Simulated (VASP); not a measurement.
# F2 in VASP: single point with r2SCAN

Aim: the single point of F2 with r2SCAN.

All numbers are computed with VASP 6.6.1; they aren't measurements. Logs are shortened: lines on timing, memory, paths and dates and some standing lists are left out, and cuts for length are marked.

## (1) The cell of the first run

The cell holds a molecule in a box, 2 atoms: a = 12.000 Å, b = 12.300 Å, c = 12.600 Å, α = 90.00°, β = 90.00°, γ = 90.00°.

## (2) Single point, r2SCAN

Input file POSCAR:

```
F
1.0
   12.0000000000      0.0000000000      0.0000000000
    0.0000000000     12.3000000000      0.0000000000
    0.0000000000      0.0000000000     12.6000000000
F
2
Direct
    0.5000000000      0.5000000000      0.4446127626
    0.5000000000      0.5000000000      0.5553872374
```

Input file INCAR.step1:

```
SYSTEM = F
PREC = Accurate ; ENCUT = 520
ISMEAR = -1 ; SIGMA = 0.01
LREAL = .FALSE. ; LASPH = .TRUE.
NELM = 80 ; NBANDS = 14
GGA = PE ; ALGO = Normal
EDIFF = 1E-4 ; LWAVE = .TRUE.
LCHARG = .FALSE.
```

Input file INCAR.step2:

```
SYSTEM = F
PREC = Accurate ; ENCUT = 520
EDIFF = 1E-7 ; ISMEAR = -1
SIGMA = 0.01 ; LREAL = .FALSE.
LASPH = .TRUE. ; NELM = 80
ALGO = Normal ; ISIF = 2
LWAVE = .FALSE. ; LCHARG = .FALSE.
METAGGA = R2SCAN ; LMIXTAU = .TRUE.
NBANDS = 14 ; ISTART = 1
```

Input file KPOINTS:

```
Automatic mesh
0
G
  1 1 1
  0 0 0
```

Potentials or basis: VASP PAW PBE potentials, release 64 (F).

Started as:

```console
cat potpaw_PBE.64/F/POTCAR > POTCAR
cp INCAR.step1 INCAR
mpirun -np 1 vasp_gam > vasp.out
cp INCAR.step2 INCAR
mpirun -np 1 vasp_gam > vasp.out
```

OUTCAR:

```text
SYSTEM = F
   PREC = Accurate
   ENCUT = 520
   EDIFF = 1E-7
   ISMEAR = -1
   LREAL = .FALSE.
   LASPH = .TRUE.
   NELM = 80
   ISIF = 2
   METAGGA = R2SCAN
   ISTART = 1

 ion  position               nearest neighbor table
   1  0.500  0.500  0.445-   2 1.40
   2  0.500  0.500  0.555-   1 1.40

  LATTYP: Found a simple orthorhombic cell.
 ALAT       =    12.0000000000
 B/A-ratio  =     1.0250000000
 C/A-ratio  =     1.0500000000

  Lattice vectors:

 A1 = (  12.0000000000,   0.0000000000,   0.0000000000)
 A2 = (   0.0000000000,  12.3000000000,   0.0000000000)
 A3 = (   0.0000000000,   0.0000000000,  12.6000000000)

Analysis of symmetry for initial positions (statically):
=====================================================================
 Subroutine PRICEL returns:
 Original cell was already a primitive cell.

 Routine SETGRP: Setting up the symmetry group for a
 simple orthorhombic supercell.

 Subroutine GETGRP returns: Found  8 space group operations
 (whereof  8 operations were pure point group operations)
 out of a pool of  8 trial point group operations.

The static configuration has the point symmetry D_2h.

Analysis of symmetry for dynamics (positions and initial velocities):
=====================================================================
 Subroutine PRICEL returns:
 Original cell was already a primitive cell.

 Routine SETGRP: Setting up the symmetry group for a
 simple orthorhombic supercell.

 Subroutine GETGRP returns: Found  8 space group operations
 (whereof  8 operations were pure point group operations)
 out of a pool of  8 trial point group operations.

The dynamic configuration has the point symmetry D_2h.

 Subroutine INISYM returns: Found  8 space group operations
 (whereof  8 operations are pure point group operations),
 and found     1 'primitive' translations

----------------------------------------------------------------------------------------

                                     Primitive cell

  volume of cell :    1859.7600

  direct lattice vectors                    reciprocal lattice vectors
    12.000000000  0.000000000  0.000000000     0.083333333  0.000000000  0.000000000
[... 57 lines left out ...]
   LNONCOLLINEAR =      F non collinear calculations
   LSORBIT =      F    spin-orbit coupling
   LASPH  =      T    aspherical Exc in radial PAW
   ENCUT  =  520.0 eV  38.22 Ry    6.18 a.u.  22.31 22.87 23.43*2*pi/ulx,y,z
   NELM   =     80;   NELMIN=  2; NELMDL=  0     # of ELM steps
   EDIFF  = 0.1E-06   stopping-criterion for ELM
   LREAL  =      F    real-space projection
   EDIFFG = 0.1E-05   stopping-criterion for IOM
   NSW    =      0    number of steps for IOM
   IBRION =     -1    ionic relax: 0-MD 1-quasi-New 2-CG
   NFREE  =      0    steps in history (QN), initial steepest desc. (CG)
   ISIF   =      2    stress and relaxation
   ISYM   =      2    0-nonsym 1-usesym 2-fastsym
   POTIM  = 0.5000    time-step for ionic-motion
   TEBEG  =    0.0;   TEEND  =   0.0 temperature during run
   PSTRESS=    0.0 pullay stress
   NELECT =      14.0000    total number of electrons
   NUPDOWN=      -1.0000    fix difference up-down
   EMIN   =  10.00;   EMAX   =-10.00  energy-range for DOS
   EFERMI =   0.00;   METHOD = LEGACY
   ISMEAR =    -1;   SIGMA  =   0.01  broadening in eV -4-tet -1-fermi 0-gaus
   EFERMI_NEDOS =   21; number of points for ismear=-14 and -15
   IALGO  =     38    algorithm
   IMIX   =      4    mixing-type and parameters
     AMIX     =   0.40;   BMIX     =  1.00
     AMIX_MAG =   1.60;   BMIX_MAG =  1.00
  volume/ion in A,a.u.               =     929.88      6275.14
  Fermi-wavevector in a.u.,A,eV,Ry     =   0.320847  0.606314  1.400625  0.102943
  Thomas-Fermi vector in A             =   1.207823
   LORBIT       =      0    0 simple, 1 ext, 2 COOP (PROOUT), +10 PAW based schemes
   METAGGA = R2SCAN    functional components
   LHFCALC =     F    Hartree Fock is set to
   AEXX    =    0.0000 exact exchange contribution
   IVDW    =     0    specifies the selected vdW correction
   LEPSILON=     F    determine dielectric tensor
   LRPA    =     F    only Hartree local field effects (RPA)
 non-spin polarized calculation
  energy-cutoff  :      520.00
  volume of cell :     1859.76
 maximum number of plane-waves:     25042
 NGX is ok and might be reduce to    90
   NGX = 45   NGY = 45   NGZ = 47

 number of electron      13.9999997 magnetization

 Free energy of the ion-electron system (eV)
  ---------------------------------------------------
  ext. energy  EPLUGINS =         0.00000000
  ---------------------------------------------------
  free energy    TOTEN  =        -6.13239683 eV

  energy without entropy =       -6.13239683  energy(sigma->0) =       -6.13239683

 E-fermi :  -9.5173     XC(G=0):  -0.2015

 val. band max:       -9.8575518263   @ k =   0.0000   0.0000   0.0000
 cond. band min:      -5.1775067384   @ k =   0.0000   0.0000   0.0000
 fundamental gap:      4.6800450878
 Fermi energy:        -9.5173435603

 k-point     1 :       0.0000    0.0000    0.0000
  band No.  band energies     occupation
      1     -35.8374      2.00000
      2     -29.0405      2.00000
      3     -15.7275      2.00000
      4     -13.4718      2.00000
      5     -13.4717      2.00000
      6      -9.8576      2.00000
      7      -9.8576      2.00000
      8      -5.1775      0.00000
      9      -0.0018      0.00000
     10       0.9210      0.00000
     11       0.9544      0.00000
     12       0.9998      0.00000
     13       1.0160      0.00000
     14       1.0707      0.00000

------------------------ aborting loop because EDIFF is reached ----------------------------------------

  FORCE on cell =-STRESS in cart. coord.  units (eV):
  Direction    XX          YY          ZZ          XY          YZ          ZX
  --------------------------------------------------------------------------------------
  -------------------------------------------------------------------------------------
  Total       -0.0930486     -0.0958196      0.7171795      0.0000000      0.0000000      0.0000000
  in kB       -0.0801611     -0.0825482      0.6178478      0.0000000      0.0000000      0.0000000
  external PRESSURE =       0.1517128 kB  Pullay stress =       0.0000000 kB

 VOLUME and BASIS-vectors are now :
 -----------------------------------------------------------------------------
  energy-cutoff  :      520.00
  volume of cell :     1859.76
      direct lattice vectors                 reciprocal lattice vectors
    12.000000000  0.000000000  0.000000000     0.083333333  0.000000000  0.000000000
     0.000000000 12.300000000  0.000000000     0.000000000  0.081300813  0.000000000
     0.000000000  0.000000000 12.600000000     0.000000000  0.000000000  0.079365079

 POSITION                                       TOTAL-FORCE (eV/Angst)
 -----------------------------------------------------------------------------------
      6.00000      6.15000      5.60212         0.000000      0.000000     -0.587973
      6.00000      6.15000      6.99788         0.000000      0.000000      0.587973
 -----------------------------------------------------------------------------------
    total drift:                                0.000000     -0.000000      0.000000

  FREE ENERGIE OF THE ION-ELECTRON SYSTEM (eV)
  ---------------------------------------------------
  free  energy   TOTEN  =        -6.1323968294 eV

  energy  without entropy=       -6.1323968294  energy(sigma->0) =       -6.13239683
```

OUTCAR.step1:

```text
SYSTEM = F
   PREC = Accurate
   ENCUT = 520
   ISMEAR = -1
   LREAL = .FALSE.
[... 215 lines left out ...]
      6.00000      6.15000      5.60212         0.000000      0.000000     -1.087665
      6.00000      6.15000      6.99788         0.000000      0.000000      1.087665
 -----------------------------------------------------------------------------------
    total drift:                                0.000000     -0.000000      0.000000

  FREE ENERGIE OF THE ION-ELECTRON SYSTEM (eV)
  ---------------------------------------------------
  free  energy   TOTEN  =        -3.6031115211 eV

  energy  without entropy=       -3.6031115211  energy(sigma->0) =       -3.60311152
```

Wall time 11 min (1 thread of Intel Xeon Platinum 8259CL at 2.50GHz (Skylake/Cascade Lake), shared host); peak memory 1.6 GiB.

What came out:

```
Free energy                     : -6.1324 eV
Largest force                   : 0.588 eV/Å
Gap between the frontier levels : 4.68 eV
```

Forces in eV/Å, atoms in the order of the input:
```
F    0.000  0.000 -0.588
F    0.000  0.000  0.588
```

Caveat: the PAW data sets were made with another functional, which shifts forces and pressure a little.
